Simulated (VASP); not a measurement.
A run of VASP 6.6.1 is set up as follows.

INCAR

```
SYSTEM = TiO2
PREC = Accurate
ENCUT = 600
EDIFF = 1E-6
ISMEAR = 0
SIGMA = 0.02
LREAL = .FALSE.
LASPH = .TRUE.
NELM = 60
ALGO = Normal
ISIF = 4
LWAVE = .FALSE.
LCHARG = .FALSE.
GGA = PE
IBRION = 2
NSW = 50
EDIFFG = -0.01
```

The input KPOINTS:

```
Automatic mesh
0
G
  6 6 10
  0 0 0
```

POSCAR

```
TiO2
1.0
    4.4806026502      0.0000000000      0.0000000000
    0.0000000000      4.4806026502      0.0000000000
    0.0000000000      0.0000000000      2.8965314933
Ti O
2 4
Direct
    0.0000000000      0.0000000000      0.0000000000
    0.5000000000      0.5000000000      0.5000000000
    0.3030352931      0.3030352931      0.0000000000
    0.1969647069      0.8030352931      0.5000000000
    0.6969647069      0.6969647069      0.0000000000
    0.8030352931      0.1969647069      0.5000000000
```

Potentials or basis: VASP PAW PBE potentials, release 64 (Ti_sv, O).

Run with:

```sh
$ cat potpaw_PBE.64/Ti_sv/POTCAR potpaw_PBE.64/O/POTCAR > POTCAR
$ mpirun -np 1 vasp_std > vasp.out
```

**Question.** Estimate the band gap on the k mesh.

**Answer.** 1.93 eV, direct.

Forces in eV/Å, atoms in the order of the input:
```
Ti   0.000  0.000  0.000
Ti   0.000  0.000  0.000
O    0.003  0.003  0.000
O   -0.003  0.003  0.000
O   -0.003 -0.003  0.000
O    0.003 -0.003  0.000
```

 A k mesh can miss the band edges.
